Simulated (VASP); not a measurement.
# As (Fd-3m) in VASP: further runs

The runs below take As through relaxation of cell and atoms, single point, with PBE.

Everything below comes from runs of VASP 6.6.1. Logs are shortened: lines on timing, memory, paths and dates and some standing lists are left out, and cuts for length are marked.

### 1 The cell of the first run

It takes space group Fd-3m (No. 227, cubic). The conventional cell has a = 7.128 Å, b = 7.128 Å, c = 7.128 Å, α = 90.00°, β = 90.00°, γ = 90.00°. As (site symmetry -3m) has 6 As at 2.52 Å within 3.3 Å.

The cell was generated, and may not be a known phase.

### 2 Relaxation of cell and atoms, PBE

INCAR reads:

```
SYSTEM = As
ALGO = Normal
EDIFF = 1E-6
EDIFFG = -0.04
ENCUT = 600
GGA = PE
IBRION = 2
ISIF = 3
ISMEAR = 0
LASPH = .TRUE.
LCHARG = .FALSE.
LREAL = .FALSE.
LWAVE = .FALSE.
NELM = 80
NSW = 90
PREC = Accurate
SIGMA = 0.1
```

KPOINTS reads:

```
k-points
0
G
  4 4 4
  0 0 0
```

POSCAR reads:

```
As
1.0
    0.0000000000      3.5637852700      3.5637852700
    3.5637852700      0.0000000000      3.5637852700
    3.5637852700      3.5637852700      0.0000000000
As
4
Direct
    0.6250000000      0.6250000000      0.6250000000
    0.6250000000      0.6250000000      0.1250000000
    0.6250000000      0.1250000000      0.6250000000
    0.1250000000      0.6250000000      0.6250000000
```

Potentials or basis: VASP PAW PBE potentials, release 64 (As).

Launch:

```sh
$ cat potpaw_PBE.64/As/POTCAR > POTCAR
$ mpirun -np 1 vasp_std > vasp.out
```

OUTCAR:

```text
SYSTEM = As
   EDIFF = 1E-6
   EDIFFG = -0.04
   ENCUT = 600
   GGA = PE
   IBRION = 2
   ISIF = 3
   ISMEAR = 0
   LASPH = .TRUE.
   LREAL = .FALSE.
   NELM = 80
   NSW = 90
   PREC = Accurate

 ion  position               nearest neighbor table
   1  0.625  0.625  0.625-   2 2.52   3 2.52   4 2.52   2 2.52   3 2.52   4 2.52
   2  0.625  0.625  0.125-   1 2.52   1 2.52   3 2.52   4 2.52   3 2.52   4 2.52
   3  0.625  0.125  0.625-   1 2.52   2 2.52   1 2.52   2 2.52   4 2.52   4 2.52
   4  0.125  0.625  0.625-   1 2.52   2 2.52   3 2.52   1 2.52   2 2.52   3 2.52

  LATTYP: Found a face centered cubic cell.
 ALAT       =     7.1275705400

  Lattice vectors:

 A1 = (   0.0000000000,   3.5637852700,   3.5637852700)
 A2 = (   3.5637852700,   0.0000000000,   3.5637852700)
 A3 = (   3.5637852700,   3.5637852700,   0.0000000000)

Analysis of symmetry for initial positions (statically):
=====================================================================
 Subroutine PRICEL returns:
 Original cell was already a primitive cell.

 Routine SETGRP: Setting up the symmetry group for a
 face centered cubic supercell.

 Subroutine GETGRP returns: Found 48 space group operations
 (whereof 24 operations were pure point group operations)
 out of a pool of 48 trial point group operations.

The static configuration has the point symmetry T_d .
 The point group associated with its full space group is O_h .

Analysis of symmetry for dynamics (positions and initial velocities):
=====================================================================
 Subroutine PRICEL returns:
 Original cell was already a primitive cell.

 Routine SETGRP: Setting up the symmetry group for a
 face centered cubic supercell.

 Subroutine GETGRP returns: Found 48 space group operations
 (whereof 24 operations were pure point group operations)
 out of a pool of 48 trial point group operations.

The dynamic configuration has the point symmetry T_d .
 The point group associated with its full space group is O_h .

 Subroutine INISYM returns: Found 48 space group operations
 (whereof 24 operations are pure point group operations),
 and found     1 'primitive' translations

----------------------------------------------------------------------------------------

                                     Primitive cell

  volume of cell :      90.5242

  direct lattice vectors                    reciprocal lattice vectors
     0.000000000  3.563785270  3.563785270    -0.140300260  0.140300260  0.140300260
[... 69 lines left out ...]
   LSORBIT =      F    spin-orbit coupling
   LASPH  =      T    aspherical Exc in radial PAW
   ENCUT  =  600.0 eV  44.10 Ry    6.64 a.u.  10.07 10.07 10.07*2*pi/ulx,y,z
   NELM   =     80;   NELMIN=  2; NELMDL= -5     # of ELM steps
   EDIFF  = 0.1E-05   stopping-criterion for ELM
   LREAL  =      F    real-space projection
   EDIFFG = -.4E-01   stopping-criterion for IOM
   NSW    =     90    number of steps for IOM
   IBRION =      2    ionic relax: 0-MD 1-quasi-New 2-CG
   NFREE  =      1    steps in history (QN), initial steepest desc. (CG)
   ISIF   =      3    stress and relaxation
   ISYM   =      2    0-nonsym 1-usesym 2-fastsym
   POTIM  = 0.5000    time-step for ionic-motion
   TEBEG  =    0.0;   TEEND  =   0.0 temperature during run
   PSTRESS=    0.0 pullay stress
   NELECT =      20.0000    total number of electrons
   NUPDOWN=      -1.0000    fix difference up-down
   EMIN   =  10.00;   EMAX   =-10.00  energy-range for DOS
   EFERMI =   0.00;   METHOD = LEGACY
   ISMEAR =     0;   SIGMA  =   0.10  broadening in eV -4-tet -1-fermi 0-gaus
   EFERMI_NEDOS =   21; number of points for ismear=-14 and -15
   IALGO  =     38    algorithm
   IMIX   =      4    mixing-type and parameters
     AMIX     =   0.40;   BMIX     =  1.00
     AMIX_MAG =   1.60;   BMIX_MAG =  1.00
  volume/ion in A,a.u.               =      22.63       152.72
  Fermi-wavevector in a.u.,A,eV,Ry     =   0.989684  1.870232 13.326564  0.979475
  Thomas-Fermi vector in A             =   2.121301
   LORBIT       =      0    0 simple, 1 ext, 2 COOP (PROOUT), +10 PAW based schemes
   GGA     = PE    functional components
   LHFCALC =     F    Hartree Fock is set to
   AEXX    =    0.0000 exact exchange contribution
   IVDW    =     0    specifies the selected vdW correction
   LEPSILON=     F    determine dielectric tensor
   LRPA    =     F    only Hartree local field effects (RPA)
 conjugate gradient relaxation of ions
 non-spin polarized calculation
 Gauss-broadening in eV      SIGMA  =   0.10
  energy-cutoff  :      600.00
  volume of cell :       90.52
 maximum number of plane-waves:      3042
   NGX = 21   NGY = 21   NGZ = 21

--------------------------------------- Ionic step        1  -------------------------------------------

 number of electron      20.0000003 magnetization

 Free energy of the ion-electron system (eV)
  ---------------------------------------------------
  ext. energy  EPLUGINS =         0.00000000
  ---------------------------------------------------
  free energy    TOTEN  =       -14.62709739 eV

  energy without entropy =      -14.61232981  energy(sigma->0) =      -14.61971360

------------------------ aborting loop because EDIFF is reached ----------------------------------------

  FORCE on cell =-STRESS in cart. coord.  units (eV):
  Direction    XX          YY          ZZ          XY          YZ          ZX
  --------------------------------------------------------------------------------------
  -------------------------------------------------------------------------------------
  Total       10.9779689     10.9779689     10.9779689      0.0000000     -0.0000000      0.0000000
  in kB      194.2978504    194.2978504    194.2978504      0.0000000     -0.0000000      0.0000000
  external PRESSURE =     194.2978504 kB  Pullay stress =       0.0000000 kB
[... 101 lines left out ...]
--------------------------------------- Ionic step        4  -------------------------------------------

 number of electron      20.0000006 magnetization

 Free energy of the ion-electron system (eV)
  ---------------------------------------------------
  ext. energy  EPLUGINS =         0.00000000
  ---------------------------------------------------
  free energy    TOTEN  =       -16.03662626 eV

  energy without entropy =      -15.98354790  energy(sigma->0) =      -16.01008708

 E-fermi :   2.0497     XC(G=0):  -8.1897

 val. band max:        1.9539262712   @ k =   0.5000   0.5000   0.0000
 cond. band min:       2.0524088492   @ k =   0.5000   0.2500   0.0000
 fundamental gap:      0.0984825780
 Fermi energy:         2.0496684059

 k-point     1 :       0.0000    0.0000    0.0000
  band No.  band energies     occupation
      1     -11.6641      2.00000
      2      -6.5602      2.00000
      3      -6.5602      2.00000
      4      -6.5602      2.00000
      5      -4.7949      2.00000
      6      -1.5855      2.00000
      7      -1.5855      2.00000
      8      -1.5855      2.00000
      9       0.3005      2.00000
     10       0.3005      2.00000
     11       4.7233      0.00000
     12       6.8137      0.00000
     13       6.8137      0.00000
     14       6.8137      0.00000
[... 148 lines left out ...]
  FREE ENERGIE OF THE ION-ELECTRON SYSTEM (eV)
  ---------------------------------------------------
  free  energy   TOTEN  =       -16.0366262622 eV

  energy  without entropy=      -15.9835478980  energy(sigma->0) =      -16.01008708

 reached required accuracy - stopping structural energy minimisation
```

OSZICAR:

```text
N       E                     dE             d eps       ncg     rms          rms(c)
DAV:   1     0.981019643590E+02    0.98102E+02   -0.87845E+03   224   0.132E+03
DAV:   2    -0.843304141847E+01   -0.10654E+03   -0.10457E+03   306   0.192E+02
DAV:   3    -0.146386764321E+02   -0.62056E+01   -0.61175E+01   272   0.517E+01
[... 37 lines left out ...]
DAV:   3    -0.160366183230E+02    0.82333E-03   -0.22984E-03   224   0.232E-01    0.207E-02
DAV:   4    -0.160366220261E+02   -0.37031E-05   -0.42590E-05   254   0.415E-02    0.139E-02
DAV:   5    -0.160366243965E+02   -0.23704E-05   -0.53588E-06   236   0.146E-02    0.508E-03
DAV:   6    -0.160366258283E+02   -0.14318E-05   -0.82697E-07   144   0.541E-03    0.104E-03
DAV:   7    -0.160366262622E+02   -0.43388E-06   -0.38566E-07   130   0.315E-03
   4 F= -.16036626E+02 E0= -.16010087E+02  d E =-.140953E+01
```

CONTCAR:

```text
As
   1.00000000000000
    -0.0000000000000000    3.9152543776088233    3.9152543776088233
     3.9152543776088233   -0.0000000000000000    3.9152543776088233
     3.9152543776088233    3.9152543776088233    0.0000000000000000
  As
     4
Direct
     0.6250000000000000    0.6250000000000000    0.6250000000000000
     0.6250000000000000    0.6250000000000000    0.1250000000000000
     0.6250000000000000    0.1250000000000000    0.6250000000000000
     0.1250000000000000    0.6250000000000000    0.6250000000000000

  0.00000000E+00  0.00000000E+00  0.00000000E+00
  0.00000000E+00  0.00000000E+00  0.00000000E+00
  0.00000000E+00  0.00000000E+00  0.00000000E+00
  0.00000000E+00  0.00000000E+00  0.00000000E+00
```

Wall time 53 s (1 thread of Intel Xeon 8259CL, shared host); peak memory 0.2 GiB.

What came out:

```
Free energy                           : -16.0366 eV
Relaxed volume                        : 30.01 Å³/atom
Relaxed cell                          : a = 5.537 Å, b = 5.537 Å, c = 5.537 Å, α = 60.00°, β = 60.00°, γ = 60.00°
Space group after relaxing (to 0.1 Å) : Fd-3m (No. 227)
Energy gained by relaxing             : 352.4 meV/atom
Ionic steps                           : 4
Pressure after relaxing               : 0.0 GPa
Band gap on the k mesh                : zero (bands 10 and 11 overlap by 0.13 eV)
```

The path:
```csv
step,energy change (eV),largest force (eV/Å),pressure (GPa),volume (Å³)
1,0.0000,0.0000,19.43,90.52
2,-1.2782,0.0000,-3.38,131.45
3,-1.4085,0.0000,0.35,118.99
4,-1.4095,0.0000,-0.04,120.04
```

Final structure:
```yaml
crystal:
  lattice:
    - [0.00000, 3.91525, 3.91525]
    - [3.91525, 0.00000, 3.91525]
    - [3.91525, 3.91525, 0.00000]
  atoms:
    - { symbol: As, position: [0.62500, 0.62500, 0.62500] }
    - { symbol: As, position: [0.62500, 0.62500, 0.12500] }
    - { symbol: As, position: [0.62500, 0.12500, 0.62500] }
    - { symbol: As, position: [0.12500, 0.62500, 0.62500] }
```

Caveat: the k points lie up to 0.35 Å⁻¹ apart in the final cell; the volume moved by over 15 % at a fixed basis, so the end points are rough.

### 3 Single point, PBE

This run uses another cell than the first one, of 28.72 Å³/atom.

INCAR reads:

```
PREC     = Accurate       # precision mode
ENCUT    = 520            # plane-wave cutoff, eV
EDIFF    = 1E-6           # SCF threshold, eV
ISMEAR   = 0              # smearing method
SIGMA    = 0.1            # smearing width, eV
LREAL    = F              # projectors in reciprocal space
LASPH    = T              # aspherical terms in the spheres
NELM     = 80             # most SCF steps
ALGO     = Normal         # electronic algorithm
ISIF     = 2              # what is computed and relaxed
LWAVE    = F              # write WAVECAR
LCHARG   = T              # write CHGCAR
GGA      = PE             # functional
LELF     = T              # ELF
LVHAR    = T            
NBANDS   = 18             # bands
```

KPOINTS reads:

```
Automatic mesh
0
Gamma
  10 10 10
```

POSCAR reads:

```
As
1.0
    0.0000000000      3.8585858202      3.8585858202
    3.8585858202      0.0000000000      3.8585858202
    3.8585858202      3.8585858202      0.0000000000
As
4
Direct
    0.1250000000      0.1250000000      0.1250000000
    0.1250000000      0.1250000000      0.6250000000
    0.1250000000      0.6250000000      0.1250000000
    0.6250000000      0.1250000000      0.1250000000
```

Potentials or basis: VASP PAW PBE potentials, release 64 (As).

Launch:

```sh
$ cat potpaw_PBE.64/As/POTCAR > POTCAR
$ mpirun -np 1 vasp_std > vasp.out
```

Wall time 89 s (1 thread of Intel Xeon 8259CL, shared host); peak memory 0.25 GiB.

It converged, with:

```yaml
Free_energy: -16.9384 eV
Pressure: 0.1 GPa
Band_gap_on_the_k_mesh: zero (bands 10 and 11 overlap by 0.15 eV)
```

Levels at points of the mesh, in eV from the Fermi level:
```tsv
k point	band 6	band 7	band 8	band 9	band 10	band 11	band 12	band 13	band 14	band 15
(0.00, 0.00, 0.00)	-3.87	-3.87	-3.87	-1.88	-1.88	2.52	4.99	4.99	4.99	5.42
(0.50, 0.00, 0.00)	-3.19	-3.19	-0.31	-0.22	0.03	0.03	0.15	0.15	3.97	5.09
(0.50, 0.50, 0.00)	-4.21	-0.22	-0.22	-0.13	-0.13	-0.12	-0.12	0.40	0.40	5.99
```

### 4 Relaxation of cell and atoms, PBE

This run uses another cell than the first one, of 29.74 Å³/atom.

INCAR reads:

```
SYSTEM = As
PREC = Accurate
ENCUT = 600
EDIFF = 1E-6
ISMEAR = 0
SIGMA = 0.1
LREAL = .False.
LASPH = .True.
NELM = 60
ALGO = Normal
ISIF = 3
LWAVE = .False.
LCHARG = .False.
GGA = PE
IBRION = 2
NSW = 100
EDIFFG = -0.01
```

KPOINTS reads:

```
Automatic mesh
0
Gamma
  10 10 10
  0 0 0
```

POSCAR reads:

```
As
1.0
    0.0000000000      3.9035094233      3.9035094233
    3.9035094233      0.0000000000      3.9035094233
    3.9035094233      3.9035094233      0.0000000000
As
4
Direct
    0.1250000000      0.1250000000      0.1250000000
    0.1250000000      0.1250000000      0.6250000000
    0.1250000000      0.6250000000      0.1250000000
    0.6250000000      0.1250000000      0.1250000000
```

Launch:

```sh
$ cat potpaw_PBE.64/As/POTCAR > POTCAR
$ mpirun -np 1 vasp_std > vasp.out
```

Run time: 3.7 min. Hardware: 1 thread of Intel Xeon 8259CL, shared host; peak memory 0.34 GiB.

Results (log left out):

* Free energy: -16.9386 eV
* Relaxed volume: 28.76 Å³/atom
* Relaxed cell: a = 5.459 Å, b = 5.459 Å, c = 5.459 Å, α = 60.00°, β = 60.00°, γ = 60.00°
* Space group after relaxing (to 0.1 Å): Fd-3m (No. 227)
* Energy gained by relaxing: 4.9 meV/atom
* Ionic steps: 3
* Pressure after relaxing: 0.0 GPa
* Band gap on the k mesh: zero (bands 10 and 11 overlap by 0.15 eV)

Step by step:
| step | energy change (eV) | largest force (eV/Å) | pressure (GPa) | volume (Å³) |
| --- | --- | --- | --- | --- |
| 1 | 0.0000 | 0.0000 | -1.56 | 118.96 |
| 2 | -0.0184 | 0.0000 | 0.45 | 114.03 |
| 3 | -0.0198 | 0.0000 | 0.01 | 115.03 |

Final structure:
```xyz
4
Lattice="0.0000 3.8601 3.8601 3.8601 0.0000 3.8601 3.8601 3.8601 0.0000" Properties=species:S:1:pos:R:3 pbc="T T T"
As    0.9650    0.9650    0.9650
As    2.8950    2.8950    0.9650
As    2.8950    0.9650    2.8950
As    0.9650    2.8950    2.8950
```

Levels at points of the mesh, in eV from the Fermi level:
| k point | band 7 | band 8 | band 9 | band 10 | band 11 | band 12 | band 13 | band 14 |
| --- | --- | --- | --- | --- | --- | --- | --- | --- |
| (0.00, 0.00, 0.00) | -3.86 | -3.86 | -1.88 | -1.88 | 2.52 | 4.99 | 4.99 | 4.99 |
| (0.50, 0.00, 0.00) | -3.19 | -0.31 | -0.22 | 0.03 | 0.03 | 0.16 | 0.16 | 3.97 |
| (0.50, 0.50, 0.00) | -0.22 | -0.22 | -0.13 | -0.13 | -0.12 | -0.12 | 0.40 | 0.40 |

### 5 Overview

| task | cell | k mesh | cutoff (eV) | gap on the mesh (eV) | pressure (GPa) | relaxed volume (Å³/atom) |
| --- | --- | --- | --- | --- | --- | --- |
| relaxation of cell and atoms | relaxed from a = 5.040 Å, angles 60.0°, 4 atoms | 4 × 4 × 4 | 600 | none | 0.0 | 30.01 |
| single point | a = 5.457 Å, angles 60.0°, 4 atoms | 10 × 10 × 10 | 520 | none | 0.1 | - |
| relaxation of cell and atoms | relaxed from a = 5.520 Å, angles 60.0°, 4 atoms | 10 × 10 × 10 | 600 | none | 0.0 | 28.76 |

Alike in all rows: level PBE; potentials or basis VASP PAW PBE potentials, release 64 (As); no spin polarisation; smearing gaussian 0.1 eV.

Caveats: some runs use coarse meshes; the volume moved by over 15 % at a fixed basis, so the end points are rough (at least some runs).

Absolute energies hang on the potentials; compare differences alone.

The gap in the log of VASP goes by the Fermi energy; the results here count the filled bands.